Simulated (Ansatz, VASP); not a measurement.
This is a calculation of SnSe for Ansatz 0.2.0.

Contents of input.yaml:

```yaml
crystal:
  lattice:
    - [11.1868733615, 0.0, 0.0]
    - [0.0, 4.1044657955, 0.0]
    - [0.0, 0.0, 4.3689540449]
  atoms:
    - { symbol: Sn, position: [0.877, 0.75, 0.909] }
    - { symbol: Sn, position: [0.623, 0.25, 0.409] }
    - { symbol: Sn, position: [0.377, 0.75, 0.591] }
    - { symbol: Sn, position: [0.123, 0.25, 0.091] }
    - { symbol: Se, position: [0.643, 0.75, 0.984] }
    - { symbol: Se, position: [0.857, 0.25, 0.484] }
    - { symbol: Se, position: [0.143, 0.75, 0.516] }
    - { symbol: Se, position: [0.357, 0.25, 0.016] }
kpoints:
  mp_grid: { grid: [3, 6, 6] }
scf:
  occupations: { method: fermi_dirac, width: 0.05 }
hamiltonian:
  xc: pbesol
  pseudopotentials: { kind: all_electron, lapw: { basis_error: 0.001 } }
output:
  forces: true
  stress: true
  eigenvalues: true
```

Potentials or basis: all-electron LAPW, scalar-relativistic.

Run with:

```bash
$ ansatz run input.yaml --threads 4 --pin off --max-ram 12288MiB --backend cpu --events-out ev --progress --plain --runs-dir out
```

Task: Translate it to VASP 6.6.1. Potentials there: VASP PAW PBE potentials, release 64 (Sn_d, Se).

Result: As run (the cutoff follows the program's own potentials):

INCAR

```
SYSTEM = SnSe
PREC = Accurate
ENCUT = 520
EDIFF = 1E-7
ISMEAR = -1
SIGMA = 0.05
LREAL = .FALSE.
LASPH = .TRUE.
NELM = 80
ALGO = Normal
ISIF = 2
LWAVE = .FALSE.
LCHARG = .FALSE.
GGA = PS
NBANDS = 50
```

Contents of KPOINTS:

```
Automatic mesh
0
G
  3 6 6
  0 0 0
```

The input POSCAR:

```
SnSe
1.0
   11.1868733615      0.0000000000      0.0000000000
    0.0000000000      4.1044657955      0.0000000000
    0.0000000000      0.0000000000      4.3689540449
Sn Se
4 4
Direct
    0.8770000000      0.7500000000      0.9090000000
    0.6230000000      0.2500000000      0.4090000000
    0.3770000000      0.7500000000      0.5910000000
    0.1230000000      0.2500000000      0.0910000000
    0.6430000000      0.7500000000      0.9840000000
    0.8570000000      0.2500000000      0.4840000000
    0.1430000000      0.7500000000      0.5160000000
    0.3570000000      0.2500000000      0.0160000000
```

Potentials or basis: VASP PAW PBE potentials, release 64 (Sn_d, Se).

Launch:

```bash
$ cat potpaw_PBE.64/Sn_d/POTCAR potpaw_PBE.64/Se/POTCAR > POTCAR
$ mpirun -np 1 vasp_std > vasp.out
```

Both were run:

|  | VASP | Ansatz | Ansatz less VASP |
| --- | --- | --- | --- |
| gap on the k mesh at the Fermi level (eV) | 0.48 | 0.49 | +0.005 |
| least direct gap on the mesh (eV) | 0.69 | 0.69 | +0.009 |
| pressure (GPa) | 3.2 | 3.1 | -0.07 |
| traceless stress, the component that is largest in VASP (GPa) | 2.31 | 2.28 | -0.036 |
| rms of the force components (eV/Å) | 0.331 | 0.319 | -0.0118 |

VASP's potentials were made for PBE, not for PBEsol. Atom by atom the forces differ by 0.013 eV/Å (rms over components). Ansatz ran all-electron here, and VASP with PAW potentials.
